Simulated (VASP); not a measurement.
Here is a VASP 6.6.1 calculation.

The input INCAR:

```
SYSTEM = HgTe
PREC = Accurate
ENCUT = 520
EDIFF = 1E-7
ISMEAR = 0
SIGMA = 0.05
LREAL = .FALSE.
LASPH = .TRUE.
NELM = 60
ALGO = Normal
ISIF = 2
LWAVE = .FALSE.
LCHARG = .FALSE.
GGA = RE
NBANDS = 16
```

Contents of KPOINTS:

```
regular mesh
0
G
  6 6 6
  0 0 0
```

File POSCAR:

```
HgTe
1.0
    0.0000000000      3.4095164801      3.4095164801
    3.4095164801      0.0000000000      3.4095164801
    3.4095164801      3.4095164801      0.0000000000
Hg Te
1 1
Direct
    0.0000000000      0.0000000000      0.0000000000
    0.2500000000      0.2500000000      0.2500000000
```

Potentials or basis: VASP PAW PBE potentials, release 64 (Hg, Te).

Run with:

```console
$ cat potpaw_PBE.64/Hg/POTCAR potpaw_PBE.64/Te/POTCAR > POTCAR
$ mpirun -np 1 vasp_std > vasp.out
```

(1) Estimate the pressure.

(2) What does it give for the band gap on the k mesh?

Results:

(1) -1.0 GPa.

(2) zero (filled and empty bands touch).

Caveat: the PAW data sets were made with another functional, which shifts forces and pressure a little; spin-orbit coupling is left out, which moves the levels of the heavy elements.
